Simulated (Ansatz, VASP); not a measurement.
# One calculation of Ga, two programs

File INCAR:

```
ALGO = Fast ; EDIFF = 1E-6
ENCUT = 520 ; GGA = PE
ISIF = 2 ; ISMEAR = 0
LASPH = T ; LCHARG = T
LELF = T ; LREAL = F
LVHAR = T ; LWAVE = F
NBANDS = 48 ; NELM = 60
PREC = Accurate ; SIGMA = 0.1
```

Contents of KPOINTS:

```
k-points
0
Gamma
  6 6 10
```

Contents of POSCAR:

```
Ga
1.0
    5.8056104415      0.0000000000      0.0000000000
   -2.9028052208      5.0278061268      0.0000000000
    0.0000000000      0.0000000000      4.1901181418
Ga
6
Direct
    0.1767381873      0.8232618127      0.2500000000
    0.1767381873      0.3534763747      0.2500000000
    0.6465236253      0.8232618127      0.2500000000
    0.8232618127      0.1767381873      0.7500000000
    0.8232618127      0.6465236253      0.7500000000
    0.3534763747      0.1767381873      0.7500000000
```

Input for Ansatz:

```yaml
crystal:
  lattice:
    - [5.8056104415, 0.0, 0.0]
    - [-2.9028052208, 5.0278061268, 0.0]
    - [0.0, 0.0, 4.1901181418]
  atoms:
    - { symbol: Ga, position: [0.1767381873, 0.8232618127, 0.25] }
    - { symbol: Ga, position: [0.1767381873, 0.3534763747, 0.25] }
    - { symbol: Ga, position: [0.6465236253, 0.8232618127, 0.25] }
    - { symbol: Ga, position: [0.8232618127, 0.1767381873, 0.75] }
    - { symbol: Ga, position: [0.8232618127, 0.6465236253, 0.75] }
    - { symbol: Ga, position: [0.3534763747, 0.1767381873, 0.75] }
basis:
  ecutwfc: 420
kpoints:
  mp_grid: { grid: [6, 6, 10] }
  band_path:
    path:
      - [[0.0, 0.0, 0.0], [0.5, 0.0, 0.0], [0.33333333, 0.33333333, 0.0], [0.0, 0.0, 0.0], [0.0, 0.0, 0.5], [0.5, 0.0, 0.5], [0.33333333, 0.33333333, 0.5], [0.0, 0.0, 0.5]]
      - [[0.5, 0.0, 0.5], [0.5, 0.0, 0.0]]
      - [[0.33333333, 0.33333333, 0.5], [0.33333333, 0.33333333, 0.0]]
    npoints: 14
hamiltonian:
  xc: pbe
scf:
  occupations: { method: gaussian, width: 0.1 }
  n_extra_bands: 15
output:
  forces: true
  stress: true
  eigenvalues: true
  populations: true
  dos: { projected: true, de: 0.02, nscf_kmesh: { grid: [8, 8, 12] } }
  bader: true
  write_density: true
  write_potential: true
  elf: true
  volumetric_format: npy
```

Alike in both runs: task single point; functional PBE; k mesh 6 × 6 × 10; occupations gaussian, width 0.1 eV; no spin polarisation.

```csv
,VASP,Ansatz
version,VASP 6.6.1,Ansatz 0.2.0
potentials or method,"VASP PAW PBE potentials, release 64 (Ga_d), cutoff 520 eV","scalar-relativistic, plane waves, PAW"
valence electrons in the cell,78,78
```

```tsv
	VASP	Ansatz	Ansatz less VASP
gap on the k mesh at the Fermi level (eV)	none	none	-
pressure (GPa)	0.0	0.0	-0.03
```

A gap of «none» marks a metal or a gap that the smearing closes.
